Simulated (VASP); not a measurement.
A run of VASP 6.6.1:

Contents of INCAR:

```
SYSTEM = Mo
  PREC = Accurate
  ENCUT = 500
  EDIFF = 1E-6
  ISMEAR = 0
  SIGMA = 0.05
  LREAL = .FALSE.
  LASPH = .TRUE.
  NELM = 120
  ALGO = Normal
  ISIF = 2
  LWAVE = .FALSE.
  LCHARG = .TRUE.
  GGA = PE
  LELF = .TRUE.
  LVHAR = .TRUE.
  NBANDS = 13
  GGA_COMPAT = .FALSE.
```

The input KPOINTS:

```
Automatic mesh
0
G
  13 13 13
  0 0 0
```

Contents of POSCAR:

```
Mo
1.0
   -1.5889943795      1.5889943795      1.5889943795
    1.5889943795     -1.5889943795      1.5889943795
    1.5889943795      1.5889943795     -1.5889943795
Mo
1
Direct
    0.0000000000      0.0000000000      0.0000000000
```

Potentials or basis: VASP PAW PBE potentials, release 64 (Mo_sv).

Run with:

```console
$ cat potpaw_PBE.64/Mo_sv/POTCAR > POTCAR
$ mpirun -np 1 vasp_std > vasp.out
```

Hardware: 1 thread of Intel(R) Xeon(R) Platinum 8375C CPU @ 2.90GHz (Ice Lake), on a shared host.

Task: How long does it take, and how much memory?

Result: Run time: 9 s on 1 thread of Intel(R) Xeon(R) Platinum 8375C CPU @ 2.90GHz (Ice Lake), on a shared host, peak memory 0.13 GiB. Counts: scf iterations 11, k points 84.
